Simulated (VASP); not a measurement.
# InP in VASP: notebook, part 2 of 2

VASP 6.6.1. Earlier steps stand in the parts before.

## Step 3: Single point, PBE

This run uses another cell than the first one, of 21.16 Å³/atom, 1.004 times its volume.

INCAR reads:

```
SYSTEM = InP
PREC = Accurate
ENCUT = 500
EDIFF = 1E-6
ISMEAR = 0
SIGMA = 0.2
LREAL = .False.
LASPH = .True.
NELM = 120
ALGO = Normal
ISIF = 2
LWAVE = .False.
LCHARG = .False.
GGA = PE
NBANDS = 16
GGA_COMPAT = .False.
```

KPOINTS reads:

```
regular mesh
0
Gamma
  6 6 5
  0 0 0
```

POSCAR reads:

```
InP
1.0
    3.0138491200      0.0000000022      0.0000000000
   -1.5069245619      2.6100699000      0.0000000000
    0.0000000000      0.0000000000      5.3786665919
In P
1 1
Direct
    0.0000000000      0.0000000000      0.0000000000
    0.0000000000      0.0000000000      0.5000000000
```

Potentials or basis: VASP PAW PBE potentials, release 64 (In_d, P).

Launch:

```sh
$ cat potpaw_PBE.64/In_d/POTCAR potpaw_PBE.64/P/POTCAR > POTCAR
$ mpirun -np 1 vasp_std > vasp.out
```

OUTCAR:

```text
SYSTEM = InP
   PREC = Accurate
   ENCUT = 500
   EDIFF = 1E-6
   ISMEAR = 0
   LREAL = .False.
   LASPH = .True.
   NELM = 120
   ISIF = 2
   GGA = PE

 ion  position               nearest neighbor table
   1  0.000  0.000  0.000-   2 2.69   2 2.69
   2  0.000  0.000  0.500-   1 2.69   1 2.69

  LATTYP: Found a hexagonal cell.
 ALAT       =     3.0138491200
 C/A-ratio  =     1.7846502521

  Lattice vectors:

 A1 = (   3.0138491200,   0.0000000022,   0.0000000000)
 A2 = (  -1.5069245619,   2.6100699000,   0.0000000000)
 A3 = (   0.0000000000,   0.0000000000,   5.3786665919)

Analysis of symmetry for initial positions (statically):
=====================================================================
 Subroutine PRICEL returns:
 Original cell was already a primitive cell.

 Routine SETGRP: Setting up the symmetry group for a
 hexagonal supercell.

 Subroutine GETGRP returns: Found 24 space group operations
 (whereof 24 operations were pure point group operations)
 out of a pool of 24 trial point group operations.

The static configuration has the point symmetry D_6h.

Analysis of symmetry for dynamics (positions and initial velocities):
=====================================================================
 Subroutine PRICEL returns:
 Original cell was already a primitive cell.

 Routine SETGRP: Setting up the symmetry group for a
 hexagonal supercell.

 Subroutine GETGRP returns: Found 24 space group operations
 (whereof 24 operations were pure point group operations)
 out of a pool of 24 trial point group operations.

The dynamic configuration has the point symmetry D_6h.

 Subroutine INISYM returns: Found 24 space group operations
 (whereof 24 operations are pure point group operations),
 and found     1 'primitive' translations

----------------------------------------------------------------------------------------

                                     Primitive cell
[... 105 lines left out ...]
   IMIX   =      4    mixing-type and parameters
     AMIX     =   0.40;   BMIX     =  1.00
     AMIX_MAG =   1.60;   BMIX_MAG =  1.00
  volume/ion in A,a.u.               =      21.16       142.76
  Fermi-wavevector in a.u.,A,eV,Ry     =   1.231259  2.326743 20.626430  1.516000
  Thomas-Fermi vector in A             =   2.366076
   LORBIT       =      0    0 simple, 1 ext, 2 COOP (PROOUT), +10 PAW based schemes
   GGA     = PE    functional components
   LHFCALC =     F    Hartree Fock is set to
   AEXX    =    0.0000 exact exchange contribution
   IVDW    =     0    specifies the selected vdW correction
   LEPSILON=     F    determine dielectric tensor
   LRPA    =     F    only Hartree local field effects (RPA)
 non-spin polarized calculation
 Gauss-broadening in eV      SIGMA  =   0.20
  energy-cutoff  :      500.00
  volume of cell :       42.31
 maximum number of plane-waves:      1106
 NGX is ok and might be reduce to    24
   NGX = 11   NGY = 11   NGZ = 19

 number of electron      17.9999996 magnetization

 Free energy of the ion-electron system (eV)
  ---------------------------------------------------
  ext. energy  EPLUGINS =         0.00000000
  ---------------------------------------------------
  free energy    TOTEN  =        -7.00196107 eV

  energy without entropy =       -6.96733314  energy(sigma->0) =       -6.98464710

 E-fermi :   7.3052     XC(G=0): -10.5144

 val. band max:        7.2829567379   @ k =   0.3333   0.1667   0.4000
 cond. band min:       7.4360786975   @ k =   0.3333  -0.0000   0.4000
 fundamental gap:      0.1531219596
 Fermi energy:         7.3051934123

 k-point     1 :       0.0000    0.0000    0.0000
  band No.  band energies     occupation
      1      -7.6865      2.00000
      2      -7.4426      2.00000
      3      -7.4426      2.00000
      4      -7.0047      2.00000
      5      -7.0047      2.00000
      6      -4.9337      2.00000
[... 376 lines left out ...]
      3      -7.2421      2.00000
      4      -7.2421      2.00000
      5      -7.1529      2.00000
      6      -0.7940      2.00000
[... 8 lines left out ...]
     15      15.8003      0.00000
     16      18.6357      0.00000

------------------------ aborting loop because EDIFF is reached ----------------------------------------

  FORCE on cell =-STRESS in cart. coord.  units (eV):
  Direction    XX          YY          ZZ          XY          YZ          ZX
  --------------------------------------------------------------------------------------
  -------------------------------------------------------------------------------------
  Total       -0.0858267     -0.0858267     -0.1134938     -0.0000000      0.0000000     -0.0000000
  in kB       -3.2500110     -3.2500110     -4.2976833     -0.0000000      0.0000000     -0.0000000
  external PRESSURE =      -3.5992351 kB  Pullay stress =       0.0000000 kB

 VOLUME and BASIS-vectors are now :
 -----------------------------------------------------------------------------
  energy-cutoff  :      500.00
  volume of cell :       42.31
      direct lattice vectors                 reciprocal lattice vectors
     3.013849120  0.000000002  0.000000000     0.331801613  0.191565751  0.000000000
    -1.506924562  2.610069900  0.000000000    -0.000000000  0.383131501  0.000000000
     0.000000000  0.000000000  5.378666592     0.000000000  0.000000000  0.185919685

 POSITION                                       TOTAL-FORCE (eV/Angst)
 -----------------------------------------------------------------------------------
      0.00000      0.00000      0.00000         0.000000      0.000000      0.000000
      0.00000      0.00000      2.68933         0.000000      0.000000      0.000000
 -----------------------------------------------------------------------------------
    total drift:                                0.000000      0.000000     -0.000000

  FREE ENERGIE OF THE ION-ELECTRON SYSTEM (eV)
  ---------------------------------------------------
  free  energy   TOTEN  =        -7.0019610654 eV

  energy  without entropy=       -6.9673331379  energy(sigma->0) =       -6.98464710
```

stdout:

```text
POSCAR found type information on POSCAR InP
 POSCAR found :  2 types and       2 ions
 scaLAPACK will be used
 LDA part: xc-table for (Slater+PW92), standard interpolation
 POSCAR, INCAR and KPOINTS ok, starting setup
 FFT: planning ... GRIDC
 FFT: planning ... GRID_SOFT
 FFT: planning ... GRID
 WAVECAR not read
 entering main loop
```

Wall time 4.8 s (1 thread of Intel Xeon Platinum 8481C at 2.70GHz (Sapphire Rapids), shared host); peak memory 0.16 GiB.

What came out:

```yaml
Free_energy: -7.0020 eV
Pressure: -0.4 GPa
Band_gap_on_the_k_mesh: zero (band 9 reaches 11.58 eV, above the bottom of band 10 at 6.15 eV)
```

Caveat: the k points lie up to 0.40 Å⁻¹ apart; spin-orbit coupling is left out, which moves the levels of the heavy elements.

## Step 4: Single point, PBE

This run uses another cell than the first one, of 21.37 Å³/atom, 1.014 times its volume.

INCAR reads:

```
PREC = Accurate ; ENCUT = 500
EDIFF = 1E-6 ; ISMEAR = 0
SIGMA = 0.2 ; LREAL = False
LASPH = True ; NELM = 120
ALGO = Normal ; ISIF = 2
LWAVE = False ; LCHARG = False
GGA = PE ; NBANDS = 16
GGA_COMPAT = False
```

KPOINTS reads:

```
regular mesh
0
Gamma
  7 7 4
```

POSCAR reads:

```
InP
1.0
    2.9996819470      0.0000000000      0.0000000000
   -1.4998409735      2.5978007694      0.0000000000
    0.0000000000      0.0000000000      5.4851364592
In P
1 1
Direct
    0.0000000000      0.0000000000      0.6988874525
    0.0000000000      0.0000000000      0.1989465575
```

Launch:

```sh
$ cat potpaw_PBE.64/In_d/POTCAR potpaw_PBE.64/P/POTCAR > POTCAR
$ mpirun -np 1 vasp_std > vasp.out
```

It took 5.7 s on 1 thread of Intel Xeon Platinum 8481C at 2.70GHz (Sapphire Rapids), shared host; peak memory 0.16 GiB.

It converged, with:

- Free energy: -7.0350 eV
- Pressure: -0.1 GPa
- Band gap on the k mesh: zero (band 9 reaches 11.50 eV, above the bottom of band 10 at 5.84 eV)

Stress tensor (GPa, compression positive):
```
-0.15  0.00  0.00
 0.00 -0.15  0.00
 0.00  0.00  0.05
```

Levels at points of the mesh, in eV from the Fermi level:
| k point | band 6 | band 7 | band 8 | band 9 | band 10 | band 11 | band 12 | band 13 |
| --- | --- | --- | --- | --- | --- | --- | --- | --- |
| (0.00, 0.00, 0.00) | -12.52 | -7.42 | -5.33 | 4.04 | 4.04 | 6.08 | 9.51 | 11.24 |
| (0.00, 0.00, 0.50) | -12.20 | -9.44 | -0.53 | 0.48 | 4.14 | 4.14 | 10.00 | 11.25 |

Caveat: spin-orbit coupling is left out, which moves the levels of the heavy elements.

## Step 5: Overview

```tsv
cell	k mesh	gap on the mesh (eV)	pressure (GPa)
a = 3.011, b = 3.011, c = 5.366 Å, angles 90.0, 90.0, 120.0°, 2 atoms	6 × 6 × 5	none	-0.1
a = 3.014, b = 3.014, c = 5.379 Å, angles 90.0, 90.0, 120.0°, 2 atoms	6 × 6 × 5	none	-0.4
a = 3.000, b = 3.000, c = 5.485 Å, angles 90.0, 90.0, 120.0°, 2 atoms	7 × 7 × 4	none	-0.1
```

Alike in all rows: task single point; level PBE; potentials or basis VASP PAW PBE potentials, release 64 (In_d, P); no spin polarisation; cutoff (eV) 500; smearing gaussian 0.2 eV.

Caveats: some runs use coarse meshes; spin-orbit coupling is left out, which moves the levels of the heavy elements.

Absolute energies hang on the potentials; compare differences alone.
